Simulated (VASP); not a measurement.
Here is a VASP 6.6.1 calculation.

INCAR

```
SYSTEM = WC
PREC = Accurate
ENCUT = 520
EDIFF = 1E-6
ISMEAR = 0
SIGMA = 0.1
LREAL = .FALSE.
LASPH = .TRUE.
NELM = 80
ALGO = Fast
ISIF = 2
LWAVE = .FALSE.
LCHARG = .FALSE.
LDIPOL = .TRUE.
IDIPOL = 3
DIPOL = 0.5 0.5 0.500
GGA = PS
IBRION = 2
NSW = 80
EDIFFG = -0.02
```

KPOINTS

```
regular mesh
0
G
  12 12 1
  0 0 0
```

File POSCAR:

```
WC
1.0
    2.8984136678      0.0000000000      0.0000000000
   -1.4492068339      2.5100998670      0.0000000000
    0.0000000000      0.0000000000     24.8966416592
C W
4 4
Direct
    0.6666666667      0.3333333333      0.3012454492
    0.6666666667      0.3333333333      0.4148194782
    0.6666666667      0.3333333333      0.5283935073
    0.6666666667      0.3333333333      0.6419675363
    0.0000000000      0.0000000000      0.3580324637
    0.0000000000      0.0000000000      0.4716064927
    0.0000000000      0.0000000000      0.5851805218
    0.0000000000      0.0000000000      0.6987545508
```

Potentials or basis: VASP PAW PBE potentials, release 64 (C, W_sv).

The run is started by

```sh
$ cat potpaw_PBE.64/C/POTCAR potpaw_PBE.64/W_sv/POTCAR > POTCAR
$ mpirun -np 1 vasp_std > vasp.out
```

Task: Predict the energy gained by relaxing.

Result: 122.6 meV/atom.

Task: Estimate the band gap on the k mesh.

Result: Zero (bands 36 and 37 overlap by 0.74 eV).

Forces in eV/Å, atoms in the order of the input:
```
C    0.000  0.000  0.006
C    0.000  0.000  0.004
C    0.000  0.000 -0.006
C    0.000  0.000  0.013
W    0.000  0.000 -0.009
W    0.000  0.000  0.004
W    0.000  0.000 -0.001
W    0.000  0.000 -0.011
```

Caveat: the PAW data sets were made with another functional, which shifts forces and pressure a little; spin-orbit coupling is left out, which moves the levels of the heavy elements.
